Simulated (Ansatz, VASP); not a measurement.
# PtSe2 in VASP and in Ansatz

INCAR

```
SYSTEM = PtSe2
PREC = Accurate
ENCUT = 520
EDIFF = 1E-7
ISMEAR = 0
SIGMA = 0.15
LREAL = .False.
LASPH = .True.
NELM = 80
ALGO = Normal
ISIF = 2
LWAVE = .False.
LCHARG = .False.
GGA = PE
NBANDS = 18
```

KPOINTS

```
Automatic mesh
0
Gamma
  12 12 10
  0 0 0
```

POSCAR

```
PtSe2
1.0
    3.5750405804      0.0000000000      0.0000000000
   -1.7875202902      3.0960759622      0.0000000000
    0.0000000000      0.0000000000      5.4669600000
Pt Se
1 2
Direct
    0.0000000000      0.0000000000      0.0000000000
    0.3333333333      0.6666666667      0.2500000000
    0.6666666667      0.3333333333      0.7500000000
```

Input for Ansatz:

```yaml
crystal:
  lattice:
    - [3.5750405804, 0.0, 0.0]
    - [-1.7875202902, 3.0960759622, 0.0]
    - [0.0, 0.0, 5.46696]
  atoms:
    - { symbol: Pt, position: [0.0, 0.0, 0.0] }
    - { symbol: Se, position: [0.3333333333, 0.6666666667, 0.25] }
    - { symbol: Se, position: [0.6666666667, 0.3333333333, 0.75] }
basis:
  ecutwfc: 420
kpoints:
  mp_grid: { grid: [12, 12, 10] }
hamiltonian:
  xc: pbe
scf:
  occupations: { method: gaussian, width: 0.15 }
output:
  forces: true
  stress: true
  eigenvalues: true
```

Change from the starting cell: strain -0.040 along x and y, +0.080 along z, atoms carried along.

Alike in both runs: task single point; functional PBE; k mesh 12 × 12 × 10; occupations gaussian, width 0.15 eV; no spin polarisation.

|  | VASP | Ansatz |
| --- | --- | --- |
| version | VASP 6.6.1 | Ansatz 0.2.0 |
| potentials or method | VASP PAW PBE potentials, release 64 (Pt, Se), cutoff 520 eV | scalar-relativistic, plane waves, PAW |
| valence electrons in the cell | 22 | 50 |

|  | VASP | Ansatz | Ansatz less VASP |
| --- | --- | --- | --- |
| gap on the k mesh at the Fermi level (eV) | none | none | - |
| pressure (GPa) | 11.6 | 11.6 | -0.01 |
| traceless stress, the component that is largest in VASP (GPa) | -5.58 | -5.58 | +0.006 |
| rms of the force components (eV/Å) | 0.185 | 0.182 | -0.0030 |

Atom by atom the forces differ by 0.003 eV/Å (rms over components). A gap of «none» marks a metal or a gap that the smearing closes. VASP's potentials hold 22 valence electrons a cell and Ansatz's 50, so a difference there can come from the potentials and not from the codes.

Spin-orbit coupling is off throughout.
